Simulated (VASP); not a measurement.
# Pt (Fm-3m) in VASP: further runs

Pt is run at these levels: PBEsol; tasks: electric field gradients.

Everything below comes from runs of VASP 6.6.1. Logs are shortened: lines on timing, memory, paths and dates and some standing lists are left out, and cuts for length are marked.

### Step 1. The cell of the first run

It takes space group Fm-3m (No. 225, cubic). The conventional cell has a = 3.922 Å, b = 3.922 Å, c = 3.922 Å, α = 90.00°, β = 90.00°, γ = 90.00°. Pt (site symmetry m-3m) has 12 Pt at 2.77 Å within 3.7 Å.

### Step 2. Electric field gradients, PBEsol

Contents of INCAR:

```
ALGO     = Normal         # electronic algorithm
EDIFF    = 1E-8           # SCF threshold, eV
ENCUT    = 520            # plane-wave cutoff, eV
GGA      = PS             # functional
ISIF     = 2              # what is computed and relaxed
ISMEAR   = -1             # smearing method
LASPH    = True           # aspherical terms in the spheres
LCHARG   = False          # write CHGCAR
LEFG     = True         
LREAL    = False          # projectors in reciprocal space
LWAVE    = False          # write WAVECAR
NBANDS   = 50             # bands
NELM     = 60             # most SCF steps
PREC     = Accurate       # precision mode
SIGMA    = 0.05           # smearing width, eV
```

Contents of KPOINTS:

```
k-points
0
Gamma
  3 3 3
```

Contents of POSCAR:

```
Pt
1.0
    0.0000000000      3.9218000000      3.9218000000
    3.9218000000      0.0000000000      3.9218000000
    3.9218000000      3.9218000000      0.0000000000
Pt
8
Direct
    0.0000000000      0.0000000000      0.0000000000
    0.0000000000      0.0000000000      0.5000000000
    0.0000000000      0.5000000000      0.0000000000
    0.0000000000      0.5000000000      0.5000000000
    0.5000000000      0.0000000000      0.0000000000
    0.5000000000      0.0000000000      0.5000000000
    0.5000000000      0.5000000000      0.0000000000
    0.5000000000      0.5000000000      0.5000000000
```

Potentials or basis: VASP PAW PBE potentials, release 64 (Pt).

The run is started by

```bash
$ cat potpaw_PBE.64/Pt/POTCAR > POTCAR
$ mpirun -np 1 vasp_std > vasp.out
```

OUTCAR:

```text
EDIFF = 1E-8
   ENCUT = 520
   GGA = PS
   ISIF = 2
   ISMEAR = -1
   LASPH = True
   LREAL = False
   NELM = 60
   PREC = Accurate

 ion  position               nearest neighbor table
   1  0.000  0.000  0.000-   2 2.77   3 2.77   5 2.77   2 2.77   4 2.77   6 2.77   3 2.77   4 2.77
                             7 2.77   5 2.77   6 2.77   7 2.77
   2  0.000  0.000  0.500-   1 2.77   4 2.77   6 2.77   1 2.77   3 2.77   5 2.77   3 2.77   4 2.77
                             8 2.77   5 2.77   6 2.77   8 2.77
   3  0.000  0.500  0.000-   1 2.77   4 2.77   7 2.77   2 2.77   4 2.77   8 2.77   1 2.77   2 2.77
                             5 2.77   5 2.77   7 2.77   8 2.77
   4  0.000  0.500  0.500-   2 2.77   3 2.77   8 2.77   1 2.77   3 2.77   7 2.77   1 2.77   2 2.77
                             6 2.77   6 2.77   7 2.77   8 2.77
   5  0.500  0.000  0.000-   1 2.77   6 2.77   7 2.77   2 2.77   6 2.77   8 2.77   3 2.77   7 2.77
                             8 2.77   1 2.77   2 2.77   3 2.77
   6  0.500  0.000  0.500-   2 2.77   5 2.77   8 2.77   1 2.77   5 2.77   7 2.77   4 2.77   7 2.77
                             8 2.77   1 2.77   2 2.77   4 2.77
   7  0.500  0.500  0.000-   3 2.77   5 2.77   8 2.77   4 2.77   6 2.77   8 2.77   1 2.77   5 2.77
                             6 2.77   1 2.77   3 2.77   4 2.77
   8  0.500  0.500  0.500-   4 2.77   6 2.77   7 2.77   3 2.77   5 2.77   7 2.77   2 2.77   5 2.77
                             6 2.77   2 2.77   3 2.77   4 2.77
[... 6 lines left out ...]
 A1 = (   0.0000000000,   3.9218000000,   3.9218000000)
 A2 = (   3.9218000000,   0.0000000000,   3.9218000000)
 A3 = (   3.9218000000,   3.9218000000,   0.0000000000)

Analysis of symmetry for initial positions (statically):
=====================================================================
 Subroutine PRICEL returns following result:

  LATTYP: Found a face centered cubic cell.
 ALAT       =     3.9218000000

  Lattice vectors:

 A1 = (   0.0000000000,   1.9609000000,   1.9609000000)
 A2 = (   1.9609000000,   0.0000000000,   1.9609000000)
 A3 = (   1.9609000000,   1.9609000000,   0.0000000000)

   8 primitive cells build up your supercell.

 Routine SETGRP: Setting up the symmetry group for a
 face centered cubic supercell.

 Subroutine GETGRP returns: Found 48 space group operations
 (whereof 48 operations were pure point group operations)
 out of a pool of 48 trial point group operations.

The static configuration has the point symmetry O_h .

Analysis of symmetry for dynamics (positions and initial velocities):
=====================================================================
 Subroutine PRICEL returns following result:

  LATTYP: Found a face centered cubic cell.
 ALAT       =     3.9218000000

  Lattice vectors:

 A1 = (   0.0000000000,   1.9609000000,   1.9609000000)
 A2 = (   1.9609000000,   0.0000000000,   1.9609000000)
 A3 = (   1.9609000000,   1.9609000000,   0.0000000000)

   8 primitive cells build up your supercell.

 Routine SETGRP: Setting up the symmetry group for a
 face centered cubic supercell.

 Subroutine GETGRP returns: Found 48 space group operations
 (whereof 48 operations were pure point group operations)
 out of a pool of 48 trial point group operations.

The dynamic configuration has the point symmetry O_h .

 Subroutine INISYM returns: Found 48 space group operations
 (whereof 48 operations are pure point group operations),
 and found     8 'primitive' translations

----------------------------------------------------------------------------------------

                                     Primitive cell

  volume of cell :      15.0798

  direct lattice vectors                    reciprocal lattice vectors
     0.000000000  1.960900000  1.960900000    -0.254984956  0.254984956  0.254984956
     1.960900000  0.000000000  1.960900000     0.254984956 -0.254984956  0.254984956
     1.960900000  1.960900000  0.000000000     0.254984956  0.254984956 -0.254984956

  length of vectors
     2.773131374  2.773131374  2.773131374     0.441646899  0.441646899  0.441646899

  position of ions in fractional coordinates (direct lattice)
     0.000000000  0.000000000  0.000000000

[... 63 lines left out ...]
   TEBEG  =    0.0;   TEEND  =   0.0 temperature during run
   PSTRESS=    0.0 pullay stress
   NELECT =      80.0000    total number of electrons
   NUPDOWN=      -1.0000    fix difference up-down
   EMIN   =  10.00;   EMAX   =-10.00  energy-range for DOS
   EFERMI =   0.00;   METHOD = LEGACY
   ISMEAR =    -1;   SIGMA  =   0.05  broadening in eV -4-tet -1-fermi 0-gaus
   EFERMI_NEDOS =   21; number of points for ismear=-14 and -15
   IALGO  =     38    algorithm
   IMIX   =      4    mixing-type and parameters
     AMIX     =   0.40;   BMIX     =  1.00
     AMIX_MAG =   1.60;   BMIX_MAG =  1.00
  volume/ion in A,a.u.               =      15.08       101.76
  Fermi-wavevector in a.u.,A,eV,Ry     =   1.427609  2.697791 27.729605  2.038068
  Thomas-Fermi vector in A             =   2.547760
   LORBIT       =      0    0 simple, 1 ext, 2 COOP (PROOUT), +10 PAW based schemes
   GGA     = PS    functional components
   LHFCALC =     F    Hartree Fock is set to
   AEXX    =    0.0000 exact exchange contribution
   IVDW    =     0    specifies the selected vdW correction
   LEPSILON=     F    determine dielectric tensor
   LRPA    =     F    only Hartree local field effects (RPA)
 non-spin polarized calculation
  energy-cutoff  :      520.00
  volume of cell :      120.64
 maximum number of plane-waves:      3287
 NGX is ok and might be reduce to    42
   NGX = 21   NGY = 21   NGZ = 21

 number of electron      80.0000004 magnetization

 Free energy of the ion-electron system (eV)
  ---------------------------------------------------
  ext. energy  EPLUGINS =         0.00000000
  ---------------------------------------------------
  free energy    TOTEN  =       -56.64818422 eV

  energy without entropy =      -56.56131252  energy(sigma->0) =      -56.60474837

 E-fermi :  11.0857     XC(G=0): -13.6338

 val. band max:       11.0780079472   @ k =   0.0000   0.0000   0.0000
 cond. band min:      11.1063206921   @ k =   0.0000   0.0000   0.0000
 fundamental gap:      0.0283127449
 Fermi energy:        11.0857413104

 k-point     1 :       0.0000    0.0000    0.0000
  band No.  band energies     occupation
      1       0.8012      2.00000
      2       3.7142      2.00000
      3       3.7142      2.00000
      4       3.7142      2.00000
      5       3.7142      2.00000
      6       3.9720      2.00000
[... 201 lines left out ...]
     49      17.0993      0.00000
     50      17.0993      0.00000

------------------------ aborting loop because EDIFF is reached ----------------------------------------

  FORCE on cell =-STRESS in cart. coord.  units (eV):
  Direction    XX          YY          ZZ          XY          YZ          ZX
  --------------------------------------------------------------------------------------
  -------------------------------------------------------------------------------------
  Total       -2.9426340     -2.9426340     -2.9426340      0.0000000      0.0000000     -0.0000000
  in kB      -39.0805354    -39.0805354    -39.0805354      0.0000000      0.0000000     -0.0000000
  external PRESSURE =     -39.0805354 kB  Pullay stress =       0.0000000 kB

 VOLUME and BASIS-vectors are now :
 -----------------------------------------------------------------------------
  energy-cutoff  :      520.00
  volume of cell :      120.64
      direct lattice vectors                 reciprocal lattice vectors
     0.000000000  3.921800000  3.921800000    -0.127492478  0.127492478  0.127492478
     3.921800000  0.000000000  3.921800000     0.127492478 -0.127492478  0.127492478
     3.921800000  3.921800000  0.000000000     0.127492478  0.127492478 -0.127492478

 POSITION                                       TOTAL-FORCE (eV/Angst)
 -----------------------------------------------------------------------------------
      0.00000      0.00000      0.00000        -0.000000      0.000000      0.000000
      1.96090      1.96090      0.00000        -0.000000     -0.000000     -0.000000
      1.96090      0.00000      1.96090         0.000000      0.000000     -0.000000
      3.92180      1.96090      1.96090        -0.000000     -0.000000      0.000000
      0.00000      1.96090      1.96090        -0.000000     -0.000000     -0.000000
      1.96090      3.92180      1.96090         0.000000      0.000000      0.000000
      1.96090      1.96090      3.92180        -0.000000      0.000000     -0.000000
      3.92180      3.92180      3.92180         0.000000     -0.000000      0.000000
 -----------------------------------------------------------------------------------
    total drift:                               -0.000000     -0.000000      0.000000

  FREE ENERGIE OF THE ION-ELECTRON SYSTEM (eV)
  ---------------------------------------------------
  free  energy   TOTEN  =       -56.6481842230 eV

  energy  without entropy=      -56.5613125207  energy(sigma->0) =      -56.60474837

 Electric field gradients (V/A^2)
---------------------------------------------------------------------
 ion       V_xx      V_yy      V_zz      V_xy      V_xz      V_yz
---------------------------------------------------------------------
   1       0.000    -0.000     0.000     0.000     0.000     0.000
   2       0.000    -0.000     0.000     0.000     0.000     0.000
   3       0.000    -0.000     0.000     0.000     0.000     0.000
   4      -0.000    -0.000     0.000     0.000     0.000     0.000
   5      -0.000    -0.000     0.000     0.000     0.000     0.000
   6      -0.000    -0.000     0.000     0.000     0.000     0.000
   7       0.000    -0.000     0.000     0.000     0.000     0.000
   8      -0.000    -0.000     0.000     0.000     0.000     0.000
---------------------------------------------------------------------

 Electric field gradients after diagonalization (V/A^2)
 (convention: |V_zz| > |V_xx| > |V_yy|)
----------------------------------------------------------------------
 ion       V_xx      V_yy      V_zz     asymmetry (V_yy - V_xx)/ V_zz
----------------------------------------------------------------------
   1      -0.000    -0.000     0.000       0.000
   2      -0.000    -0.000     0.000       0.000
   3      -0.000    -0.000     0.000       0.000
   4      -0.000    -0.000     0.000       0.000
   5      -0.000    -0.000     0.000       0.000
   6      -0.000    -0.000     0.000       0.000
   7      -0.000    -0.000     0.000       0.000
   8      -0.000    -0.000     0.000       0.000
----------------------------------------------------------------------

           NMR quadrupolar parameters

 Cq : quadrupolar parameter    Cq=e*Q*V_zz/h
 eta: asymmetry parameters     (V_yy - V_xx)/ V_zz
 Q  : nuclear electric quadrupole moment in mb (millibarn)
----------------------------------------------------------------------
 ion       Cq(MHz)       eta       Q (mb)
----------------------------------------------------------------------
   1       0.000       0.000       1.000
   2       0.000       0.000       1.000
   3       0.000       0.000       1.000
   4       0.000       0.000       1.000
   5       0.000       0.000       1.000
   6       0.000       0.000       1.000
   7       0.000       0.000       1.000
   8       0.000       0.000       1.000
----------------------------------------------------------------------
```

Wall time 29 s (1 thread of Intel Xeon Platinum 8488C (Sapphire Rapids), shared host); peak memory 0.23 GiB.

Results:

* Free energy: -56.6482 eV
* Pressure: -3.9 GPa
* Band gap on the k mesh: zero (bands 40 and 41 overlap by 0.94 eV)
* Largest electric field gradient by atom: under 0.05 V/Å² on every atom

Caveat: the k points lie up to 0.46 Å⁻¹ apart, too coarse for converged energies and pressures of a metal; the PAW data sets were made with another functional, which shifts forces and pressure a little; spin-orbit coupling is left out, which moves the levels of the heavy elements.

(Part 1 of 2 ends here.)

The gap in the log of VASP goes by the Fermi energy; the results here count the filled bands.